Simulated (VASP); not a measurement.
A run of VASP 6.6.1 is set up as follows.

File INCAR:

```
SYSTEM = V
PREC = Accurate
ENCUT = 500
EDIFF = 1E-7
ISMEAR = -1
SIGMA = 0.1
LREAL = .FALSE.
LASPH = .TRUE.
NELM = 120
ALGO = Normal
ISIF = 3
LWAVE = .FALSE.
LCHARG = .FALSE.
GGA = PE
IBRION = 2
NSW = 80
EDIFFG = -0.01
ISYM = 0
GGA_COMPAT = .FALSE.
NELMIN = 4
```

File KPOINTS:

```
regular mesh
0
G
  14 14 9
  0 0 0
```

POSCAR

```
V
1.0
   -2.3689760777      2.3689760777      1.2934609384
    2.3689760777     -2.3689760777      1.2934609384
    2.3689760777      2.3689760777     -1.2934609384
V
2
Direct
    0.0000000000      0.0000000000      0.0000000000
    0.7500000000      0.2500000000      0.5000000000
```

Potentials or basis: VASP PAW PBE potentials, release 64 (V_sv).

Launch:

```sh
$ cat potpaw_PBE.64/V_sv/POTCAR > POTCAR
$ mpirun -np 1 vasp_std > vasp.out
```

Task: What does it give for the relaxed cell?

Result: a = 3.541 Å, b = 3.541 Å, c = 3.540 Å, α = 97.65°, β = 97.65°, γ = 137.18°.

Task: Predict the band gap on the k mesh.

Result: Zero (bands 13 and 14 overlap by 0.99 eV).

The path:
| step | energy change (eV) | largest force (eV/Å) | pressure (GPa) | volume (Å³) |
| --- | --- | --- | --- | --- |
| 1 | 0.0000 | 0.0003 | -4.81 | 29.04 |
| 2 | -0.0028 | 0.0028 | 5.10 | 27.24 |
| 3 | -0.0154 | 0.0012 | 0.12 | 28.07 |
| 4 | -0.0163 | 0.0014 | 0.04 | 28.08 |
| 5 | -0.0165 | 0.0015 | 0.00 | 28.08 |
